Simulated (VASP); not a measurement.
Crystal: SnTe3.

```xyz
4
Lattice="0.0000 3.8612 3.8612 3.8612 0.0000 3.8612 3.8612 3.8612 0.0000" Properties=species:S:1:pos:R:3 pbc="T T T"
Sn    0.0000    0.0000    0.0000
Te    1.9306    1.9306    1.9306
Te    5.7918    5.7918    5.7918
Te    3.8612    3.8612    3.8612
```

Base run:

- Program: VASP 6.6.1
- Functional: PBE
- Potentials or basis: VASP PAW PBE potentials, release 64 (Sn_d, Te)
- Cutoff: 520 eV
- k mesh: 10 × 10 × 10
- Occupations: fermi-dirac, width 0.3 eV
- Spin: no spin polarisation

Its results: band gap on the k mesh zero (band 16 reaches 8.12 eV, above the bottom of band 17 at 5.87 eV); pressure 0.7 GPa.

**Question.** The run is repeated on the same cell with these changes: occupations from fermi-dirac, width 0.3 eV to tetrahedron. What comes out?

**Answer.** Band gap on the k mesh zero (band 16 reaches 8.11 eV, above the bottom of band 17 at 5.88 eV); pressure -0.1 GPa.

Caveats: spin-orbit coupling is left out, which moves the levels of the heavy elements; tetrahedron occupations give inexact forces and stress in metals (some runs).
